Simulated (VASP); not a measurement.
GdO:

```
Gd O
1.0
     0.00000    2.73553    2.73553
     2.73553    0.00000    2.73553
     2.73553    2.73553    0.00000
Gd O
1 1
Direct
  0.00000 0.00000 0.00000
  0.75000 0.75000 0.75000
```

Base run:

```yaml
Program: VASP 6.6.1
Functional: r2SCAN
Potentials_or_basis: VASP PAW PBE potentials, release 64 (Gd, O)
Cutoff: 520 eV
k_mesh: 9 × 9 × 9
Occupations: fermi-dirac, width 0.05 eV
Spin: collinear spin, ferromagnetic start
Starting_moments: "[7.0, 0.0] μB"
```

Its results: pressure -6.0 GPa; net moment 7.93 μB per cell; site moments Gd +6.98; O +0.03 μB.

The run is repeated on the same cell with these changes: functional from r2SCAN to PBE. What comes out?

Pressure -3.9 GPa; net moment 7.56 μB per cell; site moments Gd +6.86; O -0.02 μB.

Caveats: the cell stands under tension; a cell with one magnetic atom can't hold antiferromagnetic order, which such compounds often take; the PAW data sets were made with another functional, which shifts forces and pressure a little (at least some runs).
